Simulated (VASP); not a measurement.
# CoO (F-43m) in VASP: notebook, part 2 of 2

VASP 6.6.1.

### Step 4. Single point, r2SCAN

This run uses another cell than the first one, of 10.28 Å³/atom, 1.036 times its volume.

Contents of POSCAR:

```
CoO
1.0
    0.0000000000      2.1744804960      2.1744804960
    2.1744804960      0.0000000000      2.1744804960
    2.1744804960      2.1744804960      0.0000000000
Co O
1 1
Direct
    0.0000000000      0.0000000000      0.0000000000
    0.2500000000      0.2500000000      0.2500000000
```

Contents of INCAR.step1:

```
PREC     = Accurate       # precision mode
ENCUT    = 520            # plane-wave cutoff, eV
ISMEAR   = 0              # smearing method
SIGMA    = 0.1            # smearing width, eV
LREAL    = F              # projectors in reciprocal space
LASPH    = T              # aspherical terms in the spheres
NELM     = 80             # most SCF steps
NBANDS   = 14             # bands
GGA      = PE             # functional
ALGO     = Normal         # electronic algorithm
EDIFF    = 1E-4           # SCF threshold, eV
LWAVE    = T              # write WAVECAR
LCHARG   = F              # write CHGCAR
```

Contents of INCAR.step2:

```
PREC     = Accurate       # precision mode
ENCUT    = 520            # plane-wave cutoff, eV
EDIFF    = 1E-7           # SCF threshold, eV
ISMEAR   = 0              # smearing method
SIGMA    = 0.1            # smearing width, eV
LREAL    = F              # projectors in reciprocal space
LASPH    = T              # aspherical terms in the spheres
NELM     = 80             # most SCF steps
ALGO     = Normal         # electronic algorithm
ISIF     = 2              # what is computed and relaxed
LWAVE    = F              # write WAVECAR
LCHARG   = F              # write CHGCAR
METAGGA  = R2SCAN         # meta-GGA
LMIXTAU  = T            
NBANDS   = 14             # bands
ISTART   = 1
```

Contents of KPOINTS:

```
regular mesh
0
Gamma
  16 16 16
```

Potentials or basis: VASP PAW PBE potentials, release 64 (Co, O).

Command:

```console
$ cat potpaw_PBE.64/Co/POTCAR potpaw_PBE.64/O/POTCAR > POTCAR
$ cp INCAR.step1 INCAR
$ mpirun -np 1 vasp_std > vasp.out
$ cp INCAR.step2 INCAR
$ mpirun -np 1 vasp_std > vasp.out
```

OUTCAR:

```text
PREC = Accurate
   ENCUT = 520
   EDIFF = 1E-7
   ISMEAR = 0
   LREAL = F
   LASPH = T
   NELM = 80
   ISIF = 2
   METAGGA = R2SCAN
   ISTART = 1

 ion  position               nearest neighbor table
   1  0.000  0.000  0.000-   2 1.88   2 1.88   2 1.88   2 1.88
   2  0.250  0.250  0.250-   1 1.88   1 1.88   1 1.88   1 1.88

  LATTYP: Found a face centered cubic cell.
 ALAT       =     4.3489609920

  Lattice vectors:

[... 584 lines left out ...]
      7       8.2527      0.00000
      8       8.7571      0.00000
      9       8.8828      0.00000
     10       8.9698      0.00000
     11      22.1426      0.00000
     12      22.8545      0.00000
     13      23.4492      0.00000
     14      27.8546      0.00000

 [... further k-points ...]
[... 5 lines left out ...]
  --------------------------------------------------------------------------------------
  -------------------------------------------------------------------------------------
  Total       -0.4513282     -0.4513282     -0.4513282     -0.0000000     -0.0000000      0.0000000
  in kB      -35.1646644    -35.1646644    -35.1646644     -0.0000000     -0.0000000      0.0000000
  external PRESSURE =     -35.1646644 kB  Pullay stress =       0.0000000 kB

 VOLUME and BASIS-vectors are now :
 -----------------------------------------------------------------------------
  energy-cutoff  :      520.00
  volume of cell :       20.56
      direct lattice vectors                 reciprocal lattice vectors
     0.000000000  2.174480496  2.174480496    -0.229939979  0.229939979  0.229939979
     2.174480496  0.000000000  2.174480496     0.229939979 -0.229939979  0.229939979
     2.174480496  2.174480496  0.000000000     0.229939979  0.229939979 -0.229939979

 POSITION                                       TOTAL-FORCE (eV/Angst)
 -----------------------------------------------------------------------------------
      0.00000      0.00000      0.00000         0.000000      0.000000      0.000000
      1.08724      1.08724      1.08724        -0.000000     -0.000000     -0.000000
 -----------------------------------------------------------------------------------
    total drift:                               -0.000016     -0.000016     -0.000015

  FREE ENERGIE OF THE ION-ELECTRON SYSTEM (eV)
  ---------------------------------------------------
  free  energy   TOTEN  =       -20.2613740916 eV

  energy  without entropy=      -20.2469203883  energy(sigma->0) =      -20.25414724
```

OSZICAR.step1:

```text
N       E                     dE             d eps       ncg     rms          rms(c)
DAV:   1     0.812929569320E+02    0.81293E+02   -0.70048E+03  4124   0.120E+03
DAV:   2    -0.107095468225E+02   -0.92003E+02   -0.80958E+02  4528   0.258E+02
DAV:   3    -0.155690138331E+02   -0.48595E+01   -0.47380E+01  4618   0.672E+01
DAV:   4    -0.156287920065E+02   -0.59778E-01   -0.59736E-01  4612   0.733E+00
DAV:   5    -0.156306170345E+02   -0.18250E-02   -0.18249E-02  4788   0.132E+00    0.164E+01
DAV:   6    -0.160742153833E+02   -0.44360E+00   -0.29797E+01  4066   0.872E+01    0.184E+01
DAV:   7    -0.131393196510E+02    0.29349E+01   -0.15209E+01  4114   0.771E+01    0.601E+00
DAV:   8    -0.130975515472E+02    0.41768E-01   -0.51977E-01  5478   0.842E+00    0.146E+00
DAV:   9    -0.130987805795E+02   -0.12290E-02   -0.18347E-02  4212   0.127E+00    0.304E-01
DAV:  10    -0.130986807837E+02    0.99796E-04   -0.52363E-03  5628   0.101E+00    0.154E-01
DAV:  11    -0.130984338356E+02    0.24695E-03   -0.39134E-04  4712   0.250E-01    0.887E-02
DAV:  12    -0.130983758053E+02    0.58030E-04   -0.31454E-04  4150   0.166E-01
   1 F= -.13098376E+02 E0= -.13091416E+02  d E =-.139198E-01
```

It took 92 s on 1 thread of Intel Xeon 6975P-C, shared host; peak memory 0.18 GiB.

What came out:

```
Free energy : -20.2614 eV
Pressure    : -3.5 GPa
```

Levels at points of the mesh, in eV from the Fermi level:
```
           k point  band 3  band 4  band 5  band 6  band 7  band 8  band 9  band 10  band 11  band 12
(0.00, 0.00, 0.00)   -7.01   -7.01   -1.77   -1.77    0.55    1.48    1.48     1.48    15.69    15.69
(0.50, 0.00, 0.00)   -6.70   -6.70   -1.54   -1.54   -1.27    0.46    0.46     6.57     7.94    15.08
(0.50, 0.50, 0.00)   -6.30   -6.30   -2.30   -1.34   -1.09   -0.52   -0.52     6.18    11.17    12.60
```

Caveat: the PAW data sets were made with another functional, which shifts forces and pressure a little; an odd number of electrons without spin polarisation forces a metal; a magnetic or distorted state may lie lower; the run has no spin polarisation, though such a crystal can be magnetic; semilocal functionals often make such compounds metallic where correlation or magnetic order opens a gap, which also shifts bond lengths. Spin polarisation is off, so any magnetic state and its effect on volume and gap are missing.

### Step 5. Relaxation of cell and atoms, PBEsol

This run uses another cell than the first one, of 10.28 Å³/atom, 1.036 times its volume.

Contents of INCAR:

```
ALGO     = Normal         # electronic algorithm
EDIFF    = 1E-6           # SCF threshold, eV
EDIFFG   = -0.01          # ionic threshold
ENCUT    = 600            # plane-wave cutoff, eV
GGA      = PS             # functional
IBRION   = 2              # ionic algorithm
ISIF     = 3              # what is computed and relaxed
ISMEAR   = 0              # smearing method
LASPH    = True           # aspherical terms in the spheres
LCHARG   = False          # write CHGCAR
LREAL    = False          # projectors in reciprocal space
LWAVE    = False          # write WAVECAR
NELM     = 80             # most SCF steps
NSW      = 80             # ionic steps
PREC     = Accurate       # precision mode
SIGMA    = 0.1            # smearing width, eV
```

Contents of KPOINTS:

```
k-points
0
Gamma
  16 16 16
```

POSCAR is that of step 4.

Command:

```console
$ cat potpaw_PBE.64/Co/POTCAR potpaw_PBE.64/O/POTCAR > POTCAR
$ mpirun -np 1 vasp_std > vasp.out
```

Wall time 87 s (1 thread of Intel Xeon 6975P-C, shared host); peak memory 0.2 GiB.

Results (log left out):

```
Free energy                            : -14.1509 eV
Relaxed volume                         : 9.92 Å³/atom
Relaxed cell                           : a = 3.038 Å, b = 3.038 Å, c = 3.038 Å, α = 60.00°, β = 60.00°, γ = 60.00°
Space group after relaxing (to 0.05 Å) : F-43m (No. 216)
Energy gained by relaxing              : 8.6 meV/atom
Ionic steps                            : 3
Pressure after relaxing                : 0.0 GPa
```

The path:
```tsv
step	energy change (eV)	largest force (eV/Å)	pressure (GPa)	volume (Å³)
1	0.0000	0.0000	-7.15	20.56
2	-0.0039	0.0000	7.23	19.23
3	-0.0171	0.0000	-0.01	19.83
```

Final structure:
```
Co O
1.0
     0.00000    2.14837    2.14837
     2.14837    0.00000    2.14837
     2.14837    2.14837    0.00000
Co O
1 1
Direct
  0.00000 0.00000 0.00000
  0.25000 0.25000 0.25000
```

Levels at points of the mesh, in eV from the Fermi level:
```tsv
k point	band 5	band 6	band 7	band 8	band 9	band 10
(0.00, 0.00, 0.00)	-1.59	-1.59	0.26	1.48	1.48	1.48
(0.50, 0.00, 0.00)	-1.40	-1.39	-1.39	0.44	0.44	6.17
(0.50, 0.50, 0.00)	-2.54	-1.13	-0.93	-0.61	-0.61	5.92
```

Caveat: the PAW data sets were made with another functional, which shifts forces and pressure a little; an odd number of electrons without spin polarisation forces a metal; a magnetic or distorted state may lie lower; the run has no spin polarisation, though such a crystal can be magnetic; semilocal functionals often make such compounds metallic where correlation or magnetic order opens a gap, which also shifts bond lengths. With open d or f shells a metallic result of PBEsol can be an artefact of self-interaction; +U or a hybrid may open a gap.

### Step 6. Overview

| task | level | cell | cutoff (eV) | gap on the mesh (eV) | pressure (GPa) |
| --- | --- | --- | --- | --- | --- |
| single point | PBEsol | a = 3.039 Å, angles 60.0°, 2 atoms | 520 | none | 0.0 |
| single point | PBEsol | a = 3.075 Å, angles 60.0°, 2 atoms | 520 | none | -7.0 |
| single point | r2SCAN | a = 3.075 Å, angles 60.0°, 2 atoms | 520 | none | -3.5 |
| relaxation of cell and atoms | PBEsol | relaxed from a = 3.075 Å, angles 60.0°, 2 atoms | 600 | none | 0.0 |

Alike in all rows: potentials or basis VASP PAW PBE potentials, release 64 (Co, O); no spin polarisation; k mesh 16 × 16 × 16; smearing gaussian 0.1 eV.

Caveats: the PAW data sets were made with another functional, which shifts forces and pressure a little; an odd number of electrons without spin polarisation forces a metal; a magnetic or distorted state may lie lower; the run has no spin polarisation, though such a crystal can be magnetic; semilocal functionals often make such compounds metallic where correlation or magnetic order opens a gap, which also shifts bond lengths.

Absolute energies hang on the potentials; compare differences alone.
